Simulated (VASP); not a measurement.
The system is InAs.

```
CELL_PARAMETERS angstrom
0.00000 2.93241 3.18198
2.93241 0.00000 3.18198
2.93241 2.93241 0.00000
ATOMIC_POSITIONS crystal
In 0.00000 0.00000 0.00000
As 0.25000 0.25000 0.25000
```

This cell differs from its parent crystal: epitaxial xy strain -4.0%.

Base run:

* Program: VASP 6.6.1
* Functional: PBE
* Potentials or basis: VASP PAW PBE potentials, release 64 (In_d, As)
* Cutoff: 520 eV
* k mesh: 8 × 8 × 8
* Occupations: fermi-dirac, width 0.02 eV
* Spin: no spin polarisation

Its results: band gap on the k mesh zero (filled and empty bands touch); pressure 4.5 GPa.

The run is repeated on the same cell with these changes: functional from PBE to r2SCAN; further incar settings from ALGO = Normal; EDIFF = 1e-06; NBANDS = 16 to ALGO = Normal; EDIFF = 1e-07; NBANDS = 16. What comes out?

Band gap on the k mesh 0.11 eV; pressure 2.4 GPa.

Caveats: spin-orbit coupling is left out, which moves the levels of the heavy elements; the cell stands under pressure (at least some runs); semilocal functionals underestimate gaps, so a narrow gap can read as zero (at least some runs); the PAW data sets were made with another functional, which shifts forces and pressure a little (at least some runs).

